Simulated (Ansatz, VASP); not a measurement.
# SrO in VASP and in Ansatz

Contents of POSCAR:

```
SrO
1.0
    1.8068827286      1.0432042297      9.3280357606
   -1.8068827286      1.0432042297      9.3280357606
    0.0000000000     -2.0864084595      9.3280357606
Sr O
3 3
Direct
    0.5000000000      0.5000000000      0.5000000000
    0.6124063137      0.6124063137      0.6124063137
    0.3875936863      0.3875936863      0.3875936863
    0.0000000000      0.0000000000      0.0000000000
    0.7770653443      0.7770653443      0.7770653443
    0.2229346557      0.2229346557      0.2229346557
```

INCAR.step1

```
PREC = Accurate
ENCUT = 520
ISMEAR = 0
SIGMA = 0.02
LREAL = F
LASPH = T
NELM = 60
NBANDS = 33
GGA = PE
ALGO = Normal
EDIFF = 1E-4
LWAVE = T
LCHARG = F
```

INCAR.step2

```
PREC = Accurate
ENCUT = 520
EDIFF = 1E-7
ISMEAR = 0
SIGMA = 0.02
LREAL = F
LASPH = T
NELM = 60
ALGO = Normal
ISIF = 2
LWAVE = F
LCHARG = F
METAGGA = R2SCAN
LMIXTAU = T
NBANDS = 33
ISTART = 1
```

KPOINTS

```
regular mesh
0
Gamma
  6 6 6
```

Input for Ansatz:

```yaml
crystal:
  lattice:
    - [1.8068827286, 1.0432042297, 9.3280357606]
    - [-1.8068827286, 1.0432042297, 9.3280357606]
    - [0.0, -2.0864084595, 9.3280357606]
  atoms:
    - { symbol: Sr, position: [0.5, 0.5, 0.5] }
    - { symbol: Sr, position: [0.6124063137, 0.6124063137, 0.6124063137] }
    - { symbol: Sr, position: [0.3875936863, 0.3875936863, 0.3875936863] }
    - { symbol: O, position: [0.0, 0.0, 0.0] }
    - { symbol: O, position: [0.7770653443, 0.7770653443, 0.7770653443] }
    - { symbol: O, position: [0.2229346557, 0.2229346557, 0.2229346557] }
basis:
  ecutwfc: 500
kpoints:
  mp_grid: { grid: [6, 6, 6] }
  band_path:
    path:
      - [[0.0, 0.0, 0.0], [0.5, 0.5, 0.5], [0.82499523, 0.17500477, 0.5]]
      - [[0.5, -0.17500477, 0.17500477], [0.5, 0.0, 0.0], [0.0, 0.0, 0.0], [0.33750238, -0.33750238, 0.0]]
      - [[0.66249762, 0.0, 0.33750238], [0.5, 0.0, 0.5], [0.0, 0.0, 0.0]]
    npoints: 14
hamiltonian:
  xc: r2scan
scf:
  occupations: { method: gaussian, width: 0.02 }
  n_extra_bands: 15
output:
  forces: true
  stress: true
  eigenvalues: true
  populations: true
  dos: { projected: true, de: 0.02, nscf_kmesh: { grid: [9, 9, 9] } }
  bader: true
  write_density: true
  write_potential: true
  elf: true
  volumetric_format: npy
```

Alike in both runs: task single point; functional r2SCAN; k mesh 6 × 6 × 6; occupations gaussian, width 0.02 eV; no spin polarisation.

|  | VASP | Ansatz |
| --- | --- | --- |
| version | VASP 6.6.1 | Ansatz 0.2.0 |
| potentials or method | VASP PAW PBE potentials, release 64 (Sr_sv, O), cutoff 520 eV | scalar-relativistic, plane waves, PAW |
| valence electrons in the cell | 48 | 48 |

Ansatz gave:

| Item | Value |
| --- | --- |
| gap on the k mesh at the Fermi level (eV) | 3.99 |
| least direct gap on the mesh (eV) | 4.09 |
| pressure (GPa) | -1.9 |
| traceless stress, the component that is largest in VASP (GPa) | -0.21 |
| rms of the force components (eV/Å) | 0.012 |

Question: Estimate VASP's values.

Answer: gap on the k mesh at the Fermi level (eV): 3.94; least direct gap on the mesh (eV): 4.05; pressure (GPa): -1.4; traceless stress, the component that is largest in VASP (GPa): -0.15; rms of the force components (eV/Å): 0.012.

VASP's potentials were made for PBE, not for r2SCAN. Atom by atom the forces differ by 0.000 eV/Å (rms over components).
